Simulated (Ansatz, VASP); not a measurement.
## Two plane-wave programs on MgSi3N2

```
CELL_PARAMETERS angstrom
2.36877 1.36761 4.89979
-2.36877 1.36761 4.89979
0.00000 -2.73522 4.89979
ATOMIC_POSITIONS crystal
Mg 0.00000 0.00000 0.00000
Si 0.00000 0.50000 0.00000
Si 0.50000 0.00000 0.00000
Si 0.00000 0.00000 0.50000
N 0.74440 0.74440 0.74440
N 0.25560 0.25560 0.25560
```

Change from the starting cell: species swapped into the Gd2AlFe3 type (R-3m, No. 166).

Alike in both runs: functional PBE; k mesh 6 × 6 × 6; occupations gaussian, width 0.1 eV; no spin polarisation.

Ansatz relaxed the structure, and its values are those at the end. VASP's run is a single point on that final structure, the one shown.

```csv
,VASP,Ansatz
version,VASP 6.6.1,Ansatz 0.2.0
potentials or method,"VASP PAW PBE potentials, release 64 (Mg, Si, N), cutoff 520 eV","scalar-relativistic, plane waves, PAW"
valence electrons in the cell,24,32
```

```csv
,VASP,Ansatz,Ansatz less VASP
gap on the k mesh at the Fermi level (eV),none,none,-
pressure (GPa),-0.1,0.0,+0.08
rms of the force components (eV/Å),0.010,0.001,-0.0092
```

A gap of «none» marks a metal or a gap that the smearing closes. The functional is the same, so the differences come from potentials, cutoffs and numerics. VASP's potentials hold 24 valence electrons a cell and Ansatz's 32, so a difference there can come from the potentials and not from the codes.
